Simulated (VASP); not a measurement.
# GaP (R-3m) in VASP: settings compared

The runs below take GaP through single point, relaxation of cell and atoms, with PBEsol, r2SCAN+D4, r2SCAN.

All numbers are computed with VASP 6.6.1; they aren't measurements. Logs are shortened: lines on timing, memory, paths and dates and some standing lists are left out, and cuts for length are marked.

## (1) The cell of the first run

It takes space group R-3m (No. 166, trigonal). The conventional cell has a = 3.831 Å, b = 3.831 Å, c = 19.065 Å, α = 90.00°, β = 90.00°, γ = 120.00°. Ga (site symmetry 3m) has 3 P at 2.37 Å and 1 Ga at 2.45 Å within 3.1 Å. Within 2.9 Å of P (site symmetry 3m) lie 1 P at 2.20 Å and 3 Ga at 2.37 Å.

## (2) Single point, PBEsol

INCAR reads:

```
ALGO     = Normal         # electronic algorithm
EDIFF    = 1E-6           # SCF threshold, eV
ENCUT    = 520            # plane-wave cutoff, eV
GGA      = PS             # functional
ISIF     = 2              # what is computed and relaxed
ISMEAR   = 0              # smearing method
LASPH    = T              # aspherical terms in the spheres
LCHARG   = F              # write CHGCAR
LREAL    = F              # projectors in reciprocal space
LWAVE    = F              # write WAVECAR
NBANDS   = 26             # bands
NELM     = 80             # most SCF steps
PREC     = Accurate       # precision mode
SIGMA    = 0.01           # smearing width, eV
```

KPOINTS reads:

```
k-points
0
Gamma
  6 6 6
```

POSCAR reads:

```
GaP
1.0
    6.7287799817      0.0043358954      0.0026513086
    5.6359267935      3.6759798722      0.0026513086
    5.6359267935      1.6775157406      3.2708983461
Ga P
2 2
Direct
    0.4357712503      0.4357712503      0.4357712503
    0.5642287497      0.5642287497      0.5642287497
    0.0578259229      0.0578259229      0.0578259229
    0.9421740771      0.9421740771      0.9421740771
```

Potentials or basis: VASP PAW PBE potentials, release 64 (Ga_d, P).

On the command line:

```bash
$ cat potpaw_PBE.64/Ga_d/POTCAR potpaw_PBE.64/P/POTCAR > POTCAR
$ mpirun -np 1 vasp_std > vasp.out
```

OUTCAR:

```text
EDIFF = 1E-6
   ENCUT = 520
   GGA = PS
   ISIF = 2
   ISMEAR = 0
   LASPH = T
   LREAL = F
   NELM = 80
   PREC = Accurate

 ion  position               nearest neighbor table
   1  0.436  0.436  0.436-   3 2.37   3 2.37   3 2.37   2 2.45
   2  0.564  0.564  0.564-   4 2.37   4 2.37   4 2.37   1 2.45
   3  0.058  0.058  0.058-   4 2.20   1 2.37   1 2.37   1 2.37
   4  0.942  0.942  0.942-   3 2.20   2 2.37   2 2.37   2 2.37

  LATTYP: Found a trigonal (rhomboedric) cell.
 ALAT       =     6.7287819011
 COS(alpha) =     0.8379369465

  Lattice vectors:

 A1 = (   6.7287799817,   0.0043358954,   0.0026513086)
 A2 = (   5.6359267935,   3.6759798722,   0.0026513086)
 A3 = (   5.6359267935,   1.6775157406,   3.2708983461)

Analysis of symmetry for initial positions (statically):
=====================================================================
 Subroutine PRICEL returns:
 Original cell was already a primitive cell.

 Routine SETGRP: Setting up the symmetry group for a
 trigonal (rhombohedral) supercell.

 Subroutine GETGRP returns: Found 12 space group operations
 (whereof 12 operations were pure point group operations)
 out of a pool of 12 trial point group operations.

The static configuration has the point symmetry D_3d.

Analysis of symmetry for dynamics (positions and initial velocities):
=====================================================================
 Subroutine PRICEL returns:
 Original cell was already a primitive cell.

 Routine SETGRP: Setting up the symmetry group for a
 trigonal (rhombohedral) supercell.

 Subroutine GETGRP returns: Found 12 space group operations
 (whereof 12 operations were pure point group operations)
 out of a pool of 12 trial point group operations.

The dynamic configuration has the point symmetry D_3d.

 Subroutine INISYM returns: Found 12 space group operations
 (whereof 12 operations are pure point group operations),
 and found     1 'primitive' translations

----------------------------------------------------------------------------------------

                                     Primitive cell

  volume of cell :      80.7656

  direct lattice vectors                    reciprocal lattice vectors
[... 86 lines left out ...]
   LNONCOLLINEAR =      F non collinear calculations
   LSORBIT =      F    spin-orbit coupling
   LASPH  =      T    aspherical Exc in radial PAW
   ENCUT  =  520.0 eV  38.22 Ry    6.18 a.u.  12.51 12.51 12.51*2*pi/ulx,y,z
   NELM   =     80;   NELMIN=  2; NELMDL= -5     # of ELM steps
   EDIFF  = 0.1E-05   stopping-criterion for ELM
   LREAL  =      F    real-space projection
   EDIFFG = 0.1E-04   stopping-criterion for IOM
   NSW    =      0    number of steps for IOM
   IBRION =     -1    ionic relax: 0-MD 1-quasi-New 2-CG
   NFREE  =      0    steps in history (QN), initial steepest desc. (CG)
   ISIF   =      2    stress and relaxation
   ISYM   =      2    0-nonsym 1-usesym 2-fastsym
   POTIM  = 0.5000    time-step for ionic-motion
   TEBEG  =    0.0;   TEEND  =   0.0 temperature during run
   PSTRESS=    0.0 pullay stress
   NELECT =      36.0000    total number of electrons
   NUPDOWN=      -1.0000    fix difference up-down
   EMIN   =  10.00;   EMAX   =-10.00  energy-range for DOS
   EFERMI =   0.00;   METHOD = LEGACY
   ISMEAR =     0;   SIGMA  =   0.01  broadening in eV -4-tet -1-fermi 0-gaus
   EFERMI_NEDOS =   21; number of points for ismear=-14 and -15
   IALGO  =     38    algorithm
   IMIX   =      4    mixing-type and parameters
     AMIX     =   0.40;   BMIX     =  1.00
     AMIX_MAG =   1.60;   BMIX_MAG =  1.00
  volume/ion in A,a.u.               =      20.19       136.26
  Fermi-wavevector in a.u.,A,eV,Ry     =   1.250548  2.363193 21.277737  1.563870
  Thomas-Fermi vector in A             =   2.384537
   LORBIT       =      0    0 simple, 1 ext, 2 COOP (PROOUT), +10 PAW based schemes
   GGA     = PS    functional components
   LHFCALC =     F    Hartree Fock is set to
   AEXX    =    0.0000 exact exchange contribution
   IVDW    =     0    specifies the selected vdW correction
   LEPSILON=     F    determine dielectric tensor
   LRPA    =     F    only Hartree local field effects (RPA)
 non-spin polarized calculation
 Gauss-broadening in eV      SIGMA  =   0.01
  energy-cutoff  :      520.00
  volume of cell :       80.77
 maximum number of plane-waves:      2189
   NGX = 25   NGY = 25   NGZ = 25

 number of electron      36.0000000 magnetization

 Free energy of the ion-electron system (eV)
  ---------------------------------------------------
  ext. energy  EPLUGINS =         0.00000000
  ---------------------------------------------------
  free energy    TOTEN  =       -19.31739988 eV

  energy without entropy =      -19.31739988  energy(sigma->0) =      -19.31739988

 E-fermi :   4.9714     XC(G=0): -10.0370

 val. band max:        4.9257274418   @ k =   0.0000   0.0000   0.0000
 cond. band min:       5.6197980167   @ k =   0.5000   0.5000   0.0000
 fundamental gap:      0.6940705749
 Fermi energy:         4.9713859067

 k-point     1 :       0.0000    0.0000    0.0000
  band No.  band energies     occupation
      1      -9.9039      2.00000
      2      -9.7570      2.00000
      3      -9.7570      2.00000
      4      -9.7393      2.00000
      5      -9.7393      2.00000
      6      -9.6809      2.00000
[... 685 lines left out ...]
     25      12.7920      0.00000
     26      12.9042      0.00000

 [... further k-points ...]

------------------------ aborting loop because EDIFF is reached ----------------------------------------

  FORCE on cell =-STRESS in cart. coord.  units (eV):
  Direction    XX          YY          ZZ          XY          YZ          ZX
  --------------------------------------------------------------------------------------
  -------------------------------------------------------------------------------------
  Total       -0.0323624     -0.0093068     -0.0079036     -0.0075295     -0.0013704     -0.0046041
  in kB       -0.6419849     -0.1846218     -0.1567868     -0.1493655     -0.0271852     -0.0913339
  external PRESSURE =      -0.3277978 kB  Pullay stress =       0.0000000 kB

 VOLUME and BASIS-vectors are now :
 -----------------------------------------------------------------------------
  energy-cutoff  :      520.00
  volume of cell :       80.77
      direct lattice vectors                 reciprocal lattice vectors
     6.728779982  0.004335895  0.002651309     0.148817259 -0.228062576 -0.139455455
     5.635926794  3.675979872  0.002651309    -0.000120530  0.272321686 -0.139455455
     5.635926794  1.677515741  3.270898346    -0.000120530 -0.000035875  0.305952486

 POSITION                                       TOTAL-FORCE (eV/Angst)
 -----------------------------------------------------------------------------------
      7.84416      2.33479      1.42767         0.002379      0.000708      0.000433
     10.15647      3.02304      1.84853        -0.002379     -0.000708     -0.000433
      1.04090      0.30982      0.18945        -0.009676     -0.002880     -0.001761
     16.95973      5.04801      3.08675         0.009676      0.002880      0.001761
 -----------------------------------------------------------------------------------
    total drift:                                0.000000     -0.000000     -0.000000

  FREE ENERGIE OF THE ION-ELECTRON SYSTEM (eV)
  ---------------------------------------------------
  free  energy   TOTEN  =       -19.3173998850 eV

  energy  without entropy=      -19.3173998850  energy(sigma->0) =      -19.31739988
```

stdout:

```text
POSCAR found type information on POSCAR GaP
 POSCAR found :  2 types and       4 ions
 scaLAPACK will be used
 -----------------------------------------------------------------------------
|                                                                             |
|                                                                             |
|     You enforced a specific xc type in the INCAR file but a different       |
|     I HOPE YOU KNOW WHAT YOU ARE DOING!                                     |
|                                                                             |
 -----------------------------------------------------------------------------

 LDA part: xc-table for (Slater+PW92), standard interpolation
 POSCAR, INCAR and KPOINTS ok, starting setup
 FFT: planning ... GRIDC
 FFT: planning ... GRID_SOFT
 FFT: planning ... GRID
 WAVECAR not read
 entering main loop
```

It took 2 min on 1 thread of Intel Xeon Platinum 8488C (Sapphire Rapids), shared host; peak memory 0.37 GiB.

Results:

```
Free energy            : -19.3174 eV
Pressure               : 0.0 GPa
Largest force          : 0.010 eV/Å
Band gap on the k mesh : 0.69 eV (least direct gap 1.14 eV)
```

Forces on the atoms (eV/Å):
```
Ga   0.002  0.001  0.000
Ga  -0.002 -0.001  0.000
P   -0.010 -0.003 -0.002
P    0.010  0.003  0.002
```

Levels at points of the mesh, in eV from the valence-band top:
| k point | band 14 | band 15 | band 16 | band 17 | band 18 | band 19 | band 20 | band 21 | band 22 | band 23 |
| --- | --- | --- | --- | --- | --- | --- | --- | --- | --- | --- |
| (0.00, 0.00, 0.00) | -1.82 | -1.82 | -0.24 | 0.00 | 0.00 | 1.14 | 1.76 | 2.71 | 3.64 | 3.64 |
| (0.50, 0.00, 0.00) | -5.74 | -4.64 | -2.92 | -2.82 | -1.86 | 1.53 | 2.59 | 3.62 | 4.42 | 6.26 |
| (0.50, 0.50, 0.00) | -6.99 | -3.93 | -3.22 | -1.28 | -0.57 | 0.69 | 1.33 | 1.55 | 3.94 | 4.08 |
| (0.50, 0.50, 0.50) | -3.83 | -1.72 | -1.72 | -0.27 | -0.27 | 1.17 | 2.43 | 3.82 | 3.82 | 5.04 |

Caveat: semilocal functionals underestimate gaps, and a narrow one can read as zero; the PAW data sets were made with another functional, which shifts forces and pressure a little.

[end of part 1 of 2]
